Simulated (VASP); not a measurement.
Runs of VASP 6.6.1 on CaF2. The structure is that of space group Fm-3m (No. 225), or close to it. The cells are those of the table. 

```tsv
cell	gap on the mesh (eV)	pressure (GPa)
a = 3.896 Å, angles 60.0°, 3 atoms	6.95	-5.3
a = 3.828 Å, angles 60.0°, 3 atoms	7.25	-1.2
a = 3.792 Å, angles 60.0°, 3 atoms	7.41	1.4
a = 3.930 Å, angles 60.0°, 3 atoms	6.80	-6.9
a = 3.963 Å, angles 60.0°, 3 atoms	6.67	(c)
a = 3.756 Å, angles 60.0°, 3 atoms	7.58	(b)
a = 3.862 Å, angles 60.0°, 3 atoms	7.09	(a)
```

Alike in all rows: task single point; level PBEsol+D3(BJ); potentials or basis VASP PAW PBE potentials, release 64 (Ca_sv, F); no spin polarisation; k mesh 6 × 6 × 6; cutoff (eV) 600; smearing gaussian 0.05 eV.

Question: Fill in the values left out.

Answer: (a) -3.4; (b) 4.4; (c) -8.3.

Caveats: three body term missing; the PAW data sets were made with another functional, which shifts forces and pressure a little; the cell stands under tension (at least some runs); the cell stands under pressure (at least some runs).

A k mesh can miss the band edges.
